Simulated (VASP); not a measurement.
Write the native input for VASP 6.6.1 that does the following.

```yaml
Task: single point
Functional: LDA
Potentials_or_basis: VASP PAW LDA potentials, release 64 (Re)
Cutoff: 520 eV
k_mesh: 14 × 14 × 14
Occupations: fermi-dirac, width 0.03 eV
Spin: no spin polarisation
Dipole_correction: no
Further_INCAR_settings: ALGO = Normal; EDIFF = 1e-06; NBANDS = 10
```

The structure of Re lies in POSCAR:

```
Re
1.0
    0.0000000000      1.9750000000      1.9355000000
    1.9750000000      0.0000000000      1.9355000000
    1.9750000000      1.9750000000      0.0000000000
Re
1
Direct
    0.0000000000      0.0000000000      0.0000000000
```

This cell differs from its parent crystal: zz strain of -2 %.

The input as run:

INCAR

```
SYSTEM = Re
ALGO     = Normal         ! electronic algorithm
EDIFF    = 1E-6           ! SCF threshold, eV
ENCUT    = 520            ! plane-wave cutoff, eV
GGA      = CA             ! functional
ISIF     = 2              ! what is computed and relaxed
ISMEAR   = -1             ! smearing method
LASPH    = .TRUE.         ! aspherical terms in the spheres
LCHARG   = .FALSE.        ! write CHGCAR
LREAL    = .FALSE.        ! projectors in reciprocal space
LWAVE    = .FALSE.        ! write WAVECAR
NBANDS   = 10             ! bands
NELM     = 60             ! most SCF steps
PREC     = Accurate       ! precision mode
SIGMA    = 0.03           ! smearing width, eV
```

KPOINTS

```
k-points
0
G
  14 14 14
  0 0 0
```

Potentials or basis: VASP PAW LDA potentials, release 64 (Re).

Launch:

```bash
$ cat potpaw_LDA.64/Re/POTCAR > POTCAR
$ mpirun -np 1 vasp_std > vasp.out
```

Results of the run:

```yaml
Pressure: -16.7 GPa
```

Caveat: the cell differs from its parent crystal (zz strain of -2 %).

Run time: 12 s on 1 thread of Intel(R) Xeon(R) 6975P-C (Granite Rapids), with other jobs on the host, peak memory 0.16 GiB.
